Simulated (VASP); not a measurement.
A run of VASP 6.6.1:

File INCAR:

```
SYSTEM = Ta
ALGO     = Normal         ! electronic algorithm
EDIFF    = 1E-7           ! SCF threshold, eV
ENCUT    = 520            ! plane-wave cutoff, eV
ISIF     = 2              ! what is computed and relaxed
ISMEAR   = 0              ! smearing method
LASPH    = .TRUE.         ! aspherical terms in the spheres
LCHARG   = .TRUE.         ! write CHGCAR
LELF     = .TRUE.         ! ELF
LREAL    = .FALSE.        ! projectors in reciprocal space
LVHAR    = .TRUE.       
LWAVE    = .FALSE.        ! write WAVECAR
NBANDS   = 12             ! bands
NELM     = 60             ! most SCF steps
PREC     = Accurate       ! precision mode
SIGMA    = 0.1            ! smearing width, eV
```

Contents of KPOINTS:

```
k-points
0
G
  16 16 16
  0 0 0
```

File POSCAR:

```
Ta
1.0
   -1.6264349082      1.6264349082      1.6264349082
    1.6264349082     -1.6264349082      1.6264349082
    1.6264349082      1.6264349082     -1.6264349082
Ta
1
Direct
    0.0000000000      0.0000000000      0.0000000000
```

Potentials or basis: VASP PAW LDA potentials, release 64 (Ta_pv).

Run with:

```sh
$ cat potpaw_LDA.64/Ta_pv/POTCAR > POTCAR
$ mpirun -np 1 vasp_std > vasp.out
```

Hardware: 1 thread of Intel(R) Xeon(R) Platinum 8375C CPU @ 2.90GHz (Ice Lake), with other jobs on the host.

Estimate the wall time of this run.

Wall time 16 s on 1 thread of Intel(R) Xeon(R) Platinum 8375C CPU @ 2.90GHz (Ice Lake), on a shared host, peak memory 0.15 GiB. Counts: scf iterations 11, k points 145.
